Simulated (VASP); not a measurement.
Wanted: the native input for a VASP 6.6.1 run.

* Task: single point
* Functional: PBEsol
* Potentials or basis: VASP PAW PBE potentials, release 64 (Cu)
* Cutoff: 520 eV
* k mesh: 24 × 24 × 24
* Occupations: gaussian, width 0.15 eV
* Spin: no spin polarisation
* Dipole correction: no
* Further INCAR settings: ALGO = Fast; EDIFF = 1e-06; NBANDS = 12

The structure of Cu lies in POSCAR:

```
Cu
1.0
   -1.4427933200      1.4496737272      1.3832954166
    1.4427933200     -1.4359129128      1.3688674834
    1.4427933200      1.4359129128     -1.3688674834
Cu
1
Direct
    0.0000000000      0.0000000000      0.0000000000
```

This cell differs from its parent crystal: strain +0.0100 x Voigt [0, 0, 0, 1, 0, 0].

The input as run:

INCAR

```
PREC = Accurate
ENCUT = 520
EDIFF = 1E-6
ISMEAR = 0
SIGMA = 0.15
LREAL = F
LASPH = T
NELM = 100
ALGO = Fast
ISIF = 2
LWAVE = F
LCHARG = T
GGA = PS
LELF = T
LVHAR = T
NBANDS = 12
```

KPOINTS

```
Automatic mesh
0
Gamma
  24 24 24
```

Potentials or basis: VASP PAW PBE potentials, release 64 (Cu).

Run with:

```console
$ cat potpaw_PBE.64/Cu/POTCAR > POTCAR
$ mpirun -np 1 vasp_std > vasp.out
```

Results of the run:

| Quantity | Value |
| --- | --- |
| Pressure | -0.5 GPa |
| Band gap on the k mesh | zero (an odd number of electrons rules out a gap without spin polarisation) |

Caveat: the cell differs from its parent crystal (strain +0.0100 x Voigt [0, 0, 0, 1, 0, 0]); the PAW data sets were made with another functional, which shifts forces and pressure a little.

Wall time 7.1 min on 1 thread of Intel Xeon 8259CL (shared host), peak memory 0.56 GiB.
